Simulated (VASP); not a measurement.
# Zr3BC4 (Pm-3m) in VASP: single point with PBE

Aim: the single point of Zr3BC4 with PBE.

Everything below comes from runs of VASP 6.6.1. Logs are shortened: lines on timing, memory, paths and dates and some standing lists are left out, and cuts for length are marked.

**1. The cell of the first run**

It takes space group Pm-3m (No. 221, cubic). The conventional cell has a = 5.139 Å, b = 5.139 Å, c = 5.139 Å, α = 90.00°, β = 90.00°, γ = 90.00°. Zr (site symmetry 4/mmm) has 6 C at 2.57 Å within 3.4 Å. B (site symmetry m-3m) has 6 C at 2.57 Å within 3.4 Å. C (site symmetry 4/mmm) has 4 Zr at 2.57 Å and 2 B at 2.57 Å within 3.4 Å. Within 3.4 Å of C (site symmetry m-3m) lie 6 Zr at 2.57 Å.

**2. Single point, PBE**

The input, INCAR:

```
SYSTEM = Zr3BC4
  PREC = Accurate
  ENCUT = 520
  EDIFF = 1E-6
  ISMEAR = 0
  SIGMA = 0.1
  LREAL = .False.
  LASPH = .True.
  NELM = 80
  ALGO = Normal
  ISIF = 2
  LWAVE = .False.
  LCHARG = .False.
  GGA = PE
  NBANDS = 38
```

The input, KPOINTS:

```
regular mesh
0
Gamma
  4 4 4
  0 0 0
```

The input, POSCAR:

```
Zr3BC4
1.0
    5.1389744100      0.0000000000      0.0000000000
    0.0000000000      5.1389744100      0.0000000000
    0.0000000000      0.0000000000      5.1389744100
Zr B C
3 1 4
Direct
    0.0000000000      0.5000000000      0.5000000000
    0.5000000000      0.0000000000      0.5000000000
    0.5000000000      0.5000000000      0.0000000000
    0.0000000000      0.0000000000      0.0000000000
    0.5000000000      0.0000000000      0.0000000000
    0.0000000000      0.5000000000      0.0000000000
    0.0000000000      0.0000000000      0.5000000000
    0.5000000000      0.5000000000      0.5000000000
```

Potentials or basis: VASP PAW PBE potentials, release 64 (Zr_sv, B, C).

Launch:

```sh
> cat potpaw_PBE.64/Zr_sv/POTCAR potpaw_PBE.64/B/POTCAR potpaw_PBE.64/C/POTCAR > POTCAR
> mpirun -np 1 vasp_std > vasp.out
```

OUTCAR:

```text
SYSTEM = Zr3BC4
   PREC = Accurate
   ENCUT = 520
   EDIFF = 1E-6
   ISMEAR = 0
   LREAL = .False.
   LASPH = .True.
   NELM = 80
   ISIF = 2
   GGA = PE

 ion  position               nearest neighbor table
   1  0.000  0.500  0.500-   6 2.57   7 2.57   8 2.57   6 2.57   7 2.57   8 2.57   3 3.63   2 3.63
                             2 3.63   2 3.63   3 3.63   3 3.63   3 3.63   2 3.63
   2  0.500  0.000  0.500-   5 2.57   7 2.57   8 2.57   5 2.57   8 2.57   7 2.57   3 3.63   1 3.63
                             3 3.63   1 3.63   3 3.63   1 3.63   3 3.63   1 3.63
   3  0.500  0.500  0.000-   5 2.57   6 2.57   8 2.57   8 2.57   5 2.57   6 2.57   2 3.63   2 3.63
                             2 3.63   1 3.63   2 3.63   1 3.63   1 3.63   1 3.63
   4  0.000  0.000  0.000-
   5  0.500  0.000  0.000-   2 2.57   3 2.57   2 2.57   3 2.57
   6  0.000  0.500  0.000-   1 2.57   3 2.57   1 2.57   3 2.57
   7  0.000  0.000  0.500-   1 2.57   2 2.57   1 2.57   2 2.57
   8  0.500  0.500  0.500-   1 2.57   2 2.57   3 2.57   3 2.57   2 2.57   1 2.57

  LATTYP: Found a simple cubic cell.
 ALAT       =     5.1389744100

  Lattice vectors:

 A1 = (   5.1389744100,   0.0000000000,   0.0000000000)
 A2 = (   0.0000000000,   5.1389744100,   0.0000000000)
 A3 = (   0.0000000000,   0.0000000000,   5.1389744100)

Analysis of symmetry for initial positions (statically):
=====================================================================
 Subroutine PRICEL returns:
 Original cell was already a primitive cell.

 Routine SETGRP: Setting up the symmetry group for a
 simple cubic supercell.

 Subroutine GETGRP returns: Found 48 space group operations
 (whereof 48 operations were pure point group operations)
 out of a pool of 48 trial point group operations.

The static configuration has the point symmetry O_h .

Analysis of symmetry for dynamics (positions and initial velocities):
=====================================================================
 Subroutine PRICEL returns:
 Original cell was already a primitive cell.

 Routine SETGRP: Setting up the symmetry group for a
 simple cubic supercell.

 Subroutine GETGRP returns: Found 48 space group operations
 (whereof 48 operations were pure point group operations)
 out of a pool of 48 trial point group operations.

The dynamic configuration has the point symmetry O_h .

 Subroutine INISYM returns: Found 48 space group operations
 (whereof 48 operations are pure point group operations),
 and found     1 'primitive' translations

----------------------------------------------------------------------------------------

                                     Primitive cell

  volume of cell :     135.7155

  direct lattice vectors                    reciprocal lattice vectors
     5.138974410  0.000000000  0.000000000     0.194591356  0.000000000  0.000000000
     0.000000000  5.138974410  0.000000000     0.000000000  0.194591356  0.000000000
     0.000000000  0.000000000  5.138974410     0.000000000  0.000000000  0.194591356

  length of vectors
     5.138974410  5.138974410  5.138974410     0.194591356  0.194591356  0.194591356

  position of ions in fractional coordinates (direct lattice)
     0.000000000  0.500000000  0.500000000
     0.500000000  0.000000000  0.500000000
     0.500000000  0.500000000  0.000000000
     0.000000000  0.000000000  0.000000000
     0.500000000  0.000000000  0.000000000
     0.000000000  0.500000000  0.000000000
     0.000000000  0.000000000  0.500000000
     0.500000000  0.500000000  0.500000000

  ion indices of the primitive-cell ions
   primitive index   ion index
                 1           1
                 2           2
                 3           3
                 4           4
                 5           5
                 6           6
                 7           7
                 8           8

----------------------------------------------------------------------------------------

 KPOINTS: regular mesh

Automatic generation of k-mesh.
 Grid dimensions read from file:
 generate k-points for:    4    4    4

 Generating k-lattice:

  Cartesian coordinates                     Fractional coordinates (reciprocal lattice)
     0.048647839  0.000000000  0.000000000     0.250000000  0.000000000  0.000000000
     0.000000000  0.048647839  0.000000000     0.000000000  0.250000000  0.000000000
     0.000000000  0.000000000  0.048647839     0.000000000  0.000000000  0.250000000

  Length of vectors
     0.048647839  0.048647839  0.048647839

  Shift w.r.t. Gamma in fractional coordinates (k-lattice)
     0.000000000  0.000000000  0.000000000

 Subroutine IBZKPT returns following result:
 ===========================================

 Found     10 irreducible k-points:

 Following reciprocal coordinates:
            Coordinates               Weight
  0.000000  0.000000  0.000000      1.000000
  0.250000  0.000000  0.000000      6.000000
  0.500000  0.000000  0.000000      3.000000
  0.250000  0.250000  0.000000     12.000000
  0.500000  0.250000  0.000000     12.000000
  0.500000  0.500000  0.000000      3.000000
  0.250000  0.250000  0.250000      8.000000
  0.500000  0.250000  0.250000     12.000000
  0.500000  0.500000  0.250000      6.000000
  0.500000  0.500000  0.500000      1.000000
   k-points           NKPTS =     10   k-points in BZ     NKDIM =     10   number of bands    NBANDS=     38
   number of dos      NEDOS =    301   number of ions     NIONS =      8
   total plane-waves  NPLWV =  64000
   dimension x,y,z NGX =    40 NGY =   40 NGZ =   40
   dimension x,y,z NGXF=    80 NGYF=   80 NGZF=   80
   ions per type =               3   1   4
   NGX,Y,Z   is equivalent  to a cutoff of  12.94, 12.94, 12.94 a.u.
   NGXF,Y,Z  is equivalent  to a cutoff of  25.88, 25.88, 25.88 a.u.
 SYSTEM =  Zr3BC4
   PREC   = accura    normal or accurate (medium, high low for compatibility)
   ISTART =      0    job   : 0-new  1-cont  2-samecut
   ICHARG =      2    charge: 1-file 2-atom 10-const
   ISPIN  =      1    spin polarized calculation?
   LNONCOLLINEAR =      F non collinear calculations
   LSORBIT =      F    spin-orbit coupling
   LASPH  =      T    aspherical Exc in radial PAW
   ENCUT  =  520.0 eV  38.22 Ry    6.18 a.u.   9.56  9.56  9.56*2*pi/ulx,y,z
   NELM   =     80;   NELMIN=  2; NELMDL= -5     # of ELM steps
   EDIFF  = 0.1E-05   stopping-criterion for ELM
   LREAL  =      F    real-space projection
   EDIFFG = 0.1E-04   stopping-criterion for IOM
   NSW    =      0    number of steps for IOM
   IBRION =     -1    ionic relax: 0-MD 1-quasi-New 2-CG
   NFREE  =      0    steps in history (QN), initial steepest desc. (CG)
   ISIF   =      2    stress and relaxation
   ISYM   =      2    0-nonsym 1-usesym 2-fastsym
   POTIM  = 0.5000    time-step for ionic-motion
   TEBEG  =    0.0;   TEEND  =   0.0 temperature during run
   PSTRESS=    0.0 pullay stress
   NELECT =      55.0000    total number of electrons
   NUPDOWN=      -1.0000    fix difference up-down
   EMIN   =  10.00;   EMAX   =-10.00  energy-range for DOS
   EFERMI =   0.00;   METHOD = LEGACY
   ISMEAR =     0;   SIGMA  =   0.10  broadening in eV -4-tet -1-fermi 0-gaus
   EFERMI_NEDOS =   21; number of points for ismear=-14 and -15
   IALGO  =     38    algorithm
   IMIX   =      4    mixing-type and parameters
     AMIX     =   0.40;   BMIX     =  1.00
     AMIX_MAG =   1.60;   BMIX_MAG =  1.00
  volume/ion in A,a.u.               =      16.96       114.48
  Fermi-wavevector in a.u.,A,eV,Ry     =   1.211488  2.289381 19.969328  1.467704
  Thomas-Fermi vector in A             =   2.347002
   LORBIT       =      0    0 simple, 1 ext, 2 COOP (PROOUT), +10 PAW based schemes
   GGA     = PE    functional components
   LHFCALC =     F    Hartree Fock is set to
   AEXX    =    0.0000 exact exchange contribution
   IVDW    =     0    specifies the selected vdW correction
   LEPSILON=     F    determine dielectric tensor
   LRPA    =     F    only Hartree local field effects (RPA)
 non-spin polarized calculation
 Gauss-broadening in eV      SIGMA  =   0.10
  energy-cutoff  :      520.00
  volume of cell :      135.72
 maximum number of plane-waves:      3743
 NGX is ok and might be reduce to    40
   NGX = 19   NGY = 19   NGZ = 19

 number of electron      54.9999998 magnetization

 Free energy of the ion-electron system (eV)
  ---------------------------------------------------
  ext. energy  EPLUGINS =         0.00000000
  ---------------------------------------------------
  free energy    TOTEN  =       -61.77646245 eV

  energy without entropy =      -61.75392679  energy(sigma->0) =      -61.76519462

 E-fermi :   4.9060     XC(G=0): -10.3701

 val. band max:        4.8952774627   @ k =   0.2500   0.0000   0.0000
 cond. band min:       4.9721758479   @ k =   0.2500   0.2500   0.0000
 fundamental gap:      0.0768983852
 Fermi energy:         4.9059754273

 k-point     1 :       0.0000    0.0000    0.0000
  band No.  band energies     occupation
      1     -44.0510      2.00000
      2     -44.0236      2.00000
      3     -44.0236      2.00000
      4     -22.0616      2.00000
      5     -22.0616      2.00000
      6     -22.0616      2.00000
[... 30 lines left out ...]
     37       7.6016      0.00000
     38       8.2699      0.00000

 k-point     2 :       0.2500    0.0000    0.0000
  band No.  band energies     occupation
      1     -44.0475      2.00000
      2     -44.0270      2.00000
      3     -44.0235      2.00000
      4     -22.0471      2.00000
      5     -22.0471      2.00000
      6     -22.0398      2.00000
[... 30 lines left out ...]
     37       8.6586      0.00000
     38       8.9008      0.00000
[... 285 lines left out ...]
     37       8.3882      0.00000
     38       8.6494      0.00000

 k-point    10 :       0.5000    0.5000    0.5000
  band No.  band energies     occupation
      1     -44.0326      2.00000
      2     -44.0326      2.00000
      3     -44.0326      2.00000
      4     -22.1086      2.00000
      5     -22.0767      2.00000
      6     -22.0767      2.00000
[... 30 lines left out ...]
     37       8.8054      0.00000
     38       8.8137      0.00000

------------------------ aborting loop because EDIFF is reached ----------------------------------------

  FORCE on cell =-STRESS in cart. coord.  units (eV):
  Direction    XX          YY          ZZ          XY          YZ          ZX
  --------------------------------------------------------------------------------------
  -------------------------------------------------------------------------------------
  Total      -27.4074267    -27.4074267    -27.4074267      0.0000000      0.0000000     -0.0000000
  in kB     -323.5560154   -323.5560154   -323.5560154      0.0000000      0.0000000     -0.0000000
  external PRESSURE =    -323.5560154 kB  Pullay stress =       0.0000000 kB

 VOLUME and BASIS-vectors are now :
 -----------------------------------------------------------------------------
  energy-cutoff  :      520.00
  volume of cell :      135.72
      direct lattice vectors                 reciprocal lattice vectors
     5.138974410  0.000000000  0.000000000     0.194591356  0.000000000  0.000000000
     0.000000000  5.138974410  0.000000000     0.000000000  0.194591356  0.000000000
     0.000000000  0.000000000  5.138974410     0.000000000  0.000000000  0.194591356

 POSITION                                       TOTAL-FORCE (eV/Angst)
 -----------------------------------------------------------------------------------
      0.00000      2.56949      2.56949         0.000000      0.000000      0.000000
      2.56949      0.00000      2.56949         0.000000      0.000000      0.000000
      2.56949      2.56949      0.00000         0.000000      0.000000      0.000000
      0.00000      0.00000      0.00000         0.000000      0.000000      0.000000
      2.56949      0.00000      0.00000         0.000000      0.000000      0.000000
      0.00000      2.56949      0.00000         0.000000      0.000000      0.000000
      0.00000      0.00000      2.56949         0.000000      0.000000      0.000000
      2.56949      2.56949      2.56949         0.000000      0.000000      0.000000
 -----------------------------------------------------------------------------------
    total drift:                                0.000000      0.000000     -0.000000

  FREE ENERGIE OF THE ION-ELECTRON SYSTEM (eV)
  ---------------------------------------------------
  free  energy   TOTEN  =       -61.7764624454 eV

  energy  without entropy=      -61.7539267945  energy(sigma->0) =      -61.76519462
```

It took 56 s on 1 thread of Intel Xeon 6975P-C, shared host; peak memory 0.25 GiB.

What came out:

```yaml
Free_energy: -61.7765 eV
Pressure: -32.4 GPa
```
